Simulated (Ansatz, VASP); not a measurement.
One calculation of Cs2LiYP6, two programs

```
CELL_PARAMETERS angstrom
0.00000 4.83306 4.83306
4.83306 0.00000 4.83306
4.83306 4.83306 0.00000
ATOMIC_POSITIONS crystal
Y 0.00000 0.00000 0.00000
P 0.74954 0.25046 0.25046
P 0.25046 0.74954 0.25046
P 0.25046 0.74954 0.74954
P 0.74954 0.25046 0.74954
P 0.25046 0.25046 0.74954
P 0.74954 0.74954 0.25046
Li 0.50000 0.50000 0.50000
Cs 0.25000 0.25000 0.25000
Cs 0.75000 0.75000 0.75000
```

Alike in both runs: task single point; functional HSE06; k mesh 2 × 2 × 2; occupations fermi-dirac, width 0.0257 eV; no spin polarisation.

|  | VASP | Ansatz |
| --- | --- | --- |
| version | VASP 6.6.1 | Ansatz 0.2.0 |
| potentials or method | VASP PAW PBE potentials, release 64 (Y_sv, P, Li_sv, Cs_sv), cutoff 520 eV | PAW plane waves |
| valence electrons in the cell | 62 | 62 |

Ansatz gave:

| Item | Value |
| --- | --- |
| rms of the force components (eV/Å) | 1.182 |

**Question.** What did VASP give for the same quantities?

**Answer.** rms of the force components (eV/Å): 1.161.

Atom by atom the forces differ by 0.022 eV/Å (rms over components). Ansatz's warnings: filled band counts differ across k points, stress exchange threshold loose, stress scf threshold loose.

The k mesh is coarse, so the values compare programs but aren't converged. Spin-orbit coupling is off throughout. Noted on VASP's run: the cutoff is under 1.25 times that of the potentials, so the pressure is a little rough.
